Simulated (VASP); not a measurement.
# C (Pm-3m) in VASP: further runs, part 2 of 2

VASP 6.6.1. The steps go on from the part before.

### 5 Single point, r2SCAN

This run uses another cell than the first one, of 5.33 Å³/atom, 0.950 times its volume.

Contents of POSCAR:

```
C
1.0
    1.7471523553      0.0000000000      0.0000000000
    0.0000000000      1.7471523553      0.0000000000
    0.0000000000      0.0000000000      1.7471523553
C
1
Direct
    0.0000000000      0.0000000000      0.0000000000
```

Contents of INCAR.step1:

```
PREC = Accurate
ENCUT = 520
ISMEAR = -1
SIGMA = 0.05
LREAL = F
LASPH = T
NELM = 60
NBANDS = 8
GGA = PE
ALGO = Normal
EDIFF = 1E-4
LWAVE = T
LCHARG = F
```

Contents of INCAR.step2:

```
PREC = Accurate
ENCUT = 520
EDIFF = 1E-6
ISMEAR = -1
SIGMA = 0.05
LREAL = F
LASPH = T
NELM = 60
ALGO = Normal
ISIF = 2
LWAVE = F
LCHARG = F
METAGGA = R2SCAN
LMIXTAU = T
NBANDS = 8
ISTART = 1
```

Contents of KPOINTS:

```
regular mesh
0
Gamma
  9 9 9
```

Started as:

```bash
$ cat potpaw_PBE.64/C/POTCAR > POTCAR
$ cp INCAR.step1 INCAR
$ mpirun -np 1 vasp_std > vasp.out
$ cp INCAR.step2 INCAR
$ mpirun -np 1 vasp_std > vasp.out
```

Run time: 3.6 s. Hardware: 1 thread of Intel Xeon 6975P-C, shared host; peak memory 0.1 GiB.

The run converged. Its results:

* Free energy: -7.0308 eV
* Pressure: 20.5 GPa
* Band gap on the k mesh: zero (band 2 reaches 22.00 eV, above the bottom of band 3 at 10.00 eV)

Levels at points of the mesh, in eV from the Fermi level:
| k point | band 1 | band 2 | band 3 | band 4 | band 5 | band 6 |
| --- | --- | --- | --- | --- | --- | --- |
| (0.00, 0.00, 0.00) | -24.80 | 9.66 | 9.66 | 9.66 | 26.25 | 26.25 |

Caveat: the k points lie up to 0.40 Å⁻¹ apart; the PAW data sets were made with another functional, which shifts forces and pressure a little.

### 6 Relaxation of cell and atoms, r2SCAN

This run uses another cell than the first one, of 7.41 Å³/atom, 1.321 times its volume.

Contents of POSCAR:

```
C
1.0
    1.9500000000      0.0000000000      0.0000000000
    0.0000000000      1.9500000000      0.0000000000
    0.0000000000      0.0000000000      1.9500000000
C
1
Direct
    0.0000000000      0.0000000000      0.0000000000
```

Contents of INCAR.step1:

```
PREC = Accurate ; ENCUT = 600
ISMEAR = -1 ; SIGMA = 0.05
LREAL = F ; LASPH = T
NELM = 100 ; GGA = PE
ALGO = Normal ; EDIFF = 1E-4
LWAVE = T ; LCHARG = F
```

Contents of INCAR.step2:

```
PREC = Accurate ; ENCUT = 600
EDIFF = 1E-7 ; ISMEAR = -1
SIGMA = 0.05 ; LREAL = F
LASPH = T ; NELM = 100
ALGO = Normal ; ISIF = 3
LWAVE = F ; LCHARG = F
METAGGA = R2SCAN ; LMIXTAU = T
IBRION = 2 ; NSW = 80
EDIFFG = -0.01 ; ISTART = 1
```

Contents of KPOINTS:

```
Automatic mesh
0
Gamma
  9 9 9
```

Potentials or basis: VASP PAW PBE potentials, release 64 (C).

Started as:

```bash
$ cat potpaw_PBE.64/C/POTCAR > POTCAR
$ cp INCAR.step1 INCAR
$ mpirun -np 1 vasp_std > vasp.out
$ cp INCAR.step2 INCAR
$ mpirun -np 1 vasp_std > vasp.out
```

OUTCAR:

```text
PREC = Accurate
   ENCUT = 600
   EDIFF = 1E-7
   ISMEAR = -1
   LREAL = F
   LASPH = T
   NELM = 100
   ISIF = 3
   METAGGA = R2SCAN
   IBRION = 2
   NSW = 80
   EDIFFG = -0.01
   ISTART = 1

 ion  position               nearest neighbor table
   1  0.000  0.000  0.000-

  LATTYP: Found a simple cubic cell.
 ALAT       =     1.9500000000

  Lattice vectors:

 A1 = (   1.9500000000,   0.0000000000,   0.0000000000)
 A2 = (   0.0000000000,   1.9500000000,   0.0000000000)
 A3 = (   0.0000000000,   0.0000000000,   1.9500000000)

Analysis of symmetry for initial positions (statically):
=====================================================================
 Subroutine PRICEL returns:
 Original cell was already a primitive cell.

 Routine SETGRP: Setting up the symmetry group for a
 simple cubic supercell.

[... 490 lines left out ...]

  energy  without entropy=       -7.0538963801  energy(sigma->0) =       -7.05536731

[... ionic steps 4 to 11 ...]

--------------------------------------- Ionic step       12  -------------------------------------------

 number of electron       4.0000000 magnetization

------------------------ aborting loop because EDIFF is reached ----------------------------------------
[... 65 lines left out ...]
--------------------------------------- Ionic step       14  -------------------------------------------

 number of electron       4.0000000 magnetization

 Free energy of the ion-electron system (eV)
  ---------------------------------------------------
  ext. energy  EPLUGINS =         0.00000000
  ---------------------------------------------------
  free energy    TOTEN  =        -7.05684551 eV

  energy without entropy =       -7.05390346  energy(sigma->0) =       -7.05537449

 E-fermi :  11.5561     XC(G=0): -14.8638

 val. band max:       11.3825224870   @ k =   0.2222   0.0000   0.0000
 cond. band min:      11.6404898150   @ k =   0.2222   0.2222   0.1111
 fundamental gap:      0.2579673279
 Fermi energy:        11.5560869923

 k-point     1 :       0.0000    0.0000    0.0000
  band No.  band energies     occupation
      1     -12.4721      2.00000
      2      20.7491      0.00000
      3      20.7491      0.00000
      4      20.7491      0.00000
      5      37.2588      0.00000
      6      37.2588      0.00000
[... 235 lines left out ...]
  FREE ENERGIE OF THE ION-ELECTRON SYSTEM (eV)
  ---------------------------------------------------
  free  energy   TOTEN  =        -7.0568455146 eV

  energy  without entropy=       -7.0539034570  energy(sigma->0) =       -7.05537449

 reached required accuracy - stopping structural energy minimisation
```

OUTCAR.step1:

```text
PREC = Accurate
   ENCUT = 600
   ISMEAR = -1
   LREAL = F
   LASPH = T
   NELM = 100
[... 430 lines left out ...]

 POSITION                                       TOTAL-FORCE (eV/Angst)
 -----------------------------------------------------------------------------------
      0.00000      0.00000      0.00000         0.000000      0.000000      0.000000
 -----------------------------------------------------------------------------------
    total drift:                               -0.000000     -0.000000     -0.000000

  FREE ENERGIE OF THE ION-ELECTRON SYSTEM (eV)
  ---------------------------------------------------
  free  energy   TOTEN  =        -6.1028961106 eV

  energy  without entropy=       -6.0977993200  energy(sigma->0) =       -6.10034772
```

Run time: 27 s. Hardware: 1 thread of Intel Xeon 6975P-C, shared host; peak memory 0.11 GiB.

Results:

```yaml
Free_energy: -7.0568 eV
Relaxed_volume: 5.61 Å³/atom
Relaxed_cell: a = 1.777 Å, b = 1.777 Å, c = 1.777 Å, α = 90.00°, β = 90.00°, γ = 90.00°
Space_group_after_relaxing_to_0.05_Å: Pm-3m (No. 221)
Energy_gained_by_relaxing: 379.7 meV/atom
Ionic_steps: 14
Pressure_after_relaxing: 0.0 GPa
Band_gap_on_the_k_mesh: zero (band 2 reaches 20.75 eV, above the bottom of band 3 at 8.96 eV)
```

Step by step:
```
step  energy change (eV)  largest force (eV/Å)  pressure (GPa)  volume (Å³)
   1              0.0000                0.0000          -50.59         7.41
   2             -0.3367                0.0000           33.90         5.18
   3             -0.3797                0.0000            0.39         5.60
   4             -0.3795                0.0000           -1.68         5.64
   5             -0.3795                0.0000           -1.64         5.64
   6             -0.3796                0.0000           -1.40         5.63
   7             -0.3796                0.0000           -1.39         5.63
   8             -0.3796                0.0000           -1.39         5.63
   9             -0.3796                0.0000           -1.37         5.63
  10             -0.3796                0.0000           -1.34         5.63
  11             -0.3796                0.0000           -1.23         5.63
  12             -0.3796                0.0000           -1.13         5.63
  13             -0.3796                0.0000           -0.72         5.62
  14             -0.3797                0.0000           -0.03         5.61
```

Final structure:
```xyz
1
Lattice="1.7769 0.0000 0.0000 0.0000 1.7769 0.0000 0.0000 0.0000 1.7769" Properties=species:S:1:pos:R:3 pbc="T T T"
C     0.0000    0.0000    0.0000
```

Levels at points of the mesh, in eV from the Fermi level:
```
           k point  band 1  band 2  band 3  band 4  band 5  band 6
(0.00, 0.00, 0.00)  -24.03    9.19    9.19    9.19   25.70   25.70
```

Caveat: the volume moved by over 15 % at a fixed basis, so the end points are rough; the PAW data sets were made with another functional, which shifts forces and pressure a little.

### 7 The runs side by side

```tsv
task	cell	cutoff (eV)	gap on the mesh (eV)	pressure (GPa)
single point	a = 1.777 Å, 1 atom	520	none	0.5
single point	a = 1.769 Å, 1 atom	520	none	5.5
single point	a = 1.761 Å, 1 atom	520	none	10.5
single point	a = 1.747 Å, 1 atom	520	none	20.5
relaxation of cell and atoms	relaxed from a = 1.950 Å, 1 atom	600	none	0.0
```

Alike in all rows: level r2SCAN; potentials or basis VASP PAW PBE potentials, release 64 (C); no spin polarisation; k mesh 9 × 9 × 9; smearing fermi-dirac 0.05 eV.

Caveats: some runs use coarse meshes; the PAW data sets were made with another functional, which shifts forces and pressure a little; the volume moved by over 15 % at a fixed basis, so the end points are rough (some runs).

Total energies depend on the potentials used, so only differences within one code and one set of settings carry meaning.
